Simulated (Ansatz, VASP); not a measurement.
**ZrWS3 in VASP and in Ansatz**

```
Zr W S
1.0
     2.64576   -4.20490    0.00000
     2.64576    4.20490    0.00000
     0.00000    0.00000    5.72473
Zr W S
1 1 3
Direct
  0.50000 0.50000 0.00000
  0.50000 0.50000 0.50000
  0.25391 0.74609 0.50000
  0.74609 0.25391 0.50000
  0.00000 0.00000 0.50000
```

Alike in both runs: task single point; functional PBE; k mesh 4 × 4 × 4; occupations gaussian, width 0.1 eV; collinear spin.

|  | VASP | Ansatz |
| --- | --- | --- |
| version | VASP 6.6.1 | Ansatz 0.2.0 |
| potentials or method | VASP PAW PBE potentials, release 64 (Zr_sv, W_sv, S), cutoff 520 eV | scalar-relativistic, plane waves, PAW |
| valence electrons in the cell | 44 | 44 |

VASP gave:

- gap on the k mesh at the Fermi level (eV): none
- pressure (GPa): 10.0
- traceless stress, the component that is largest in VASP (GPa): 21.97
- rms of the force components (eV/Å): 0.565
- net moment per atom (μB): 0.35
- size of the moment on the site where the two differ most (μB): 0.98

Task: What did Ansatz give for the same quantities?

Result: gap on the k mesh at the Fermi level (eV): none; pressure (GPa): 10.1; traceless stress, the component that is largest in VASP (GPa): 22.24; rms of the force components (eV/Å): 0.561; net moment per atom (μB): 0.35; size of the moment on the site where the two differ most (μB): 0.90.

Site moments also hang on the region over which each program counts them. Atom by atom the forces differ by 0.004 eV/Å (rms over components). A gap of «none» marks a metal or a gap that the smearing closes. Ansatz's warnings: no starting moments.

Neither program's run includes spin-orbit coupling.
